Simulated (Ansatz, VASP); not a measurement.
## Ni: VASP beside Ansatz

POSCAR

```
Ni
1.0
    0.0000000000      1.7330608651      1.7330608651
    1.7330608651      0.0000000000      1.7330608651
    1.7330608651      1.7330608651      0.0000000000
Ni
1
Direct
    0.0000000000      0.0000000000      0.0000000000
```

File INCAR.step1:

```
SYSTEM = Ni
ALGO     = Normal         ! electronic algorithm
EDIFF    = 1E-4           ! SCF threshold, eV
ENCUT    = 520            ! plane-wave cutoff, eV
GGA      = PE             ! functional
ISMEAR   = -1             ! smearing method
LASPH    = .True.         ! aspherical terms in the spheres
LCHARG   = .False.        ! write CHGCAR
LREAL    = .False.        ! projectors in reciprocal space
LWAVE    = .True.         ! write WAVECAR
NBANDS   = 11             ! bands
NELM     = 60             ! most SCF steps
PREC     = Accurate       ! precision mode
SIGMA    = 0.1            ! smearing width, eV
```

File INCAR.step2:

```
SYSTEM = Ni
ALGO     = Normal         ! electronic algorithm
EDIFF    = 1E-7           ! SCF threshold, eV
ENCUT    = 520            ! plane-wave cutoff, eV
ISIF     = 2              ! what is computed and relaxed
ISMEAR   = -1             ! smearing method
ISTART   = 1            
LASPH    = .True.         ! aspherical terms in the spheres
LCHARG   = .True.         ! write CHGCAR
LELF     = .True.         ! ELF
LMIXTAU  = .True.       
LREAL    = .False.        ! projectors in reciprocal space
LVHAR    = .True.       
LWAVE    = .False.        ! write WAVECAR
METAGGA  = R2SCAN         ! meta-GGA
NBANDS   = 11             ! bands
NELM     = 60             ! most SCF steps
PREC     = Accurate       ! precision mode
SIGMA    = 0.1            ! smearing width, eV
```

File KPOINTS:

```
k-points
0
Gamma
  25 25 25
  0 0 0
```

Input for Ansatz:

```yaml
crystal:
  lattice:
    - [0.0, 1.7330608651, 1.7330608651]
    - [1.7330608651, 0.0, 1.7330608651]
    - [1.7330608651, 1.7330608651, 0.0]
  atoms:
    - { symbol: Ni, position: [0.0, 0.0, 0.0] }
hamiltonian:
  xc: r2scan
  pseudopotentials:
    kind: paw
    azcp:
      Ni: "pseudopotentials/Ni.paw.azcp"
basis:
  ecutwfc: 500
  fft_grid_basis: typed
kpoints:
  mp_grid: { grid: [25, 25, 25], shift: [0, 0, 0] }
magnetization:
  spin_polarized: false
scf:
  occupations: { method: fermi_dirac, width: 0.1 }
  lower_state_search: "off"
output:
  stress: true
  write_density: true
  write_potential: true
  elf: true
  volumetric_format: npy
```

Alike in both runs: task single point; functional r2SCAN; k mesh 25 × 25 × 25; occupations fermi-dirac, width 0.1 eV; no spin polarisation.

|  | VASP | Ansatz |
| --- | --- | --- |
| version | VASP 6.6.1 | Ansatz 0.2.0 |
| potentials or method | VASP PAW PBE potentials, release 64 (Ni), cutoff 520 eV | plane waves (500 eV) with PAW, scalar-relativistic |
| valence electrons in the cell | 10 | 18 |

```tsv
	VASP	Ansatz	Ansatz less VASP
pressure (GPa)	0.7	0.1	-0.62
```

VASP's potentials were made for PBE, not for r2SCAN. VASP's potentials hold 10 valence electrons a cell and Ansatz's 18, so a difference there can come from the potentials and not from the codes.
